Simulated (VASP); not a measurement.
Wanted: the native input for a VASP 6.6.1 run.

| Property | Result |
| --- | --- |
| Task | single point |
| Functional | PBE |
| Potentials or basis | VASP PAW PBE potentials, release 64 (Cu) |
| Cutoff | 520 eV |
| k mesh | 26 × 26 × 26 |
| Occupations | fermi-dirac, width 0.0612256 eV |
| Spin | no spin polarisation |
| Dipole correction | no |
| Further INCAR settings | ALGO = Normal; EDIFF = 1e-07; NBANDS = 12 |

The structure of Cu lies in POSCAR:

```
Cu
1.0
    0.0000000000      1.8507327566      1.8507327566
    1.8507327566      0.0000000000      1.8507327566
    1.8507327566      1.8507327566      0.0000000000
Cu
1
Direct
    0.0000000000      0.0000000000      0.0000000000
```

The input as run:

INCAR

```
PREC = Accurate
ENCUT = 520
EDIFF = 1E-7
ISMEAR = -1
SIGMA = 0.06122561905347299
LREAL = F
LASPH = T
NELM = 60
ALGO = Normal
ISIF = 2
LWAVE = F
LCHARG = F
GGA = PE
NBANDS = 12
```

KPOINTS

```
regular mesh
0
Gamma
  26 26 26
```

Potentials or basis: VASP PAW PBE potentials, release 64 (Cu).

Launch:

```sh
$ cat potpaw_PBE.64/Cu/POTCAR > POTCAR
$ mpirun -np 1 vasp_std > vasp.out
```

Results of the run:

```json
{
 "Pressure": "-6.6 GPa"
}
```

It took 47 s on 1 thread of Intel(R) Xeon(R) Platinum 8488C (Sapphire Rapids), with other jobs on the host, peak memory 0.18 GiB.
